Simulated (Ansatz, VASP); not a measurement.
**AgI: VASP beside Ansatz**

The input INCAR:

```
PREC = Accurate
ENCUT = 500
EDIFF = 1E-6
ISMEAR = -1
SIGMA = 0.02
LREAL = F
LASPH = T
NELM = 120
ALGO = Normal
ISIF = 2
LWAVE = F
LCHARG = F
GGA = PE
NBANDS = 16
GGA_COMPAT = F
```

KPOINTS

```
regular mesh
0
Gamma
  8 8 8
```

The input POSCAR:

```
AgI
1.0
   -2.4282222702      2.4282222702      3.4378487106
    2.4282222702     -2.4282222702      3.4378487106
    2.4282222702      2.4282222702     -3.4378487106
Ag I
1 1
Direct
    0.2500000000      0.7500000000      0.5000000000
    0.0000000000      0.0000000000      0.0000000000
```

Input for Ansatz:

```yaml
crystal:
  lattice:
    - [-2.4282222702, 2.4282222702, 3.4378487106]
    - [2.4282222702, -2.4282222702, 3.4378487106]
    - [2.4282222702, 2.4282222702, -3.4378487106]
  atoms:
    - { symbol: Ag, position: [0.25, 0.75, 0.5] }
    - { symbol: I, position: [0.0, 0.0, 0.0] }
kpoints:
  mp_grid: { grid: [8, 8, 8] }
  band_path:
    path:
      - [0.0, 0.0, 0.0]
      - [0.0, 0.0, 0.5]
      - [0.25, 0.25, 0.25]
      - [0.0, 0.5, 0.0]
      - [0.5, 0.5, -0.5]
      - [0.3747220851, 0.6252779149, -0.3747220851]
      - [-0.3747220851, 0.3747220851, 0.3747220851]
      - [-0.2494441703, 0.2494441703, 0.5]
      - [0.5, 0.5, -0.2494441703]
    npoints: 1
hamiltonian:
  xc: pbe
scf:
  occupations: { method: fermi_dirac, width: 0.02 }
  n_extra_bands: 4
output:
  forces: true
  stress: true
  eigenvalues: true
```

Change from the starting cell: hydrostatic strain +4.5%.

Alike in both runs: task single point; functional PBE; k mesh 8 × 8 × 8; occupations fermi-dirac, width 0.02 eV; no spin polarisation.

|  | VASP | Ansatz |
| --- | --- | --- |
| version | VASP 6.6.1 | Ansatz 0.2.0 |
| potentials or method | VASP PAW PBE potentials, release 64 (Ag, I) | plane waves, PAW |
| plane-wave cutoff (eV) | 500 | 420 |
| valence electrons in the cell | 18 | 36 |

```csv
,VASP,Ansatz,Ansatz less VASP
gap on the k mesh at the Fermi level (eV),1.36,1.36,-0.001
pressure (GPa),-2.1,-2.1,+0.02
```

VASP's potentials hold 18 valence electrons a cell and Ansatz's 36, so a difference there can come from the potentials and not from the codes.

Neither program's run includes spin-orbit coupling.
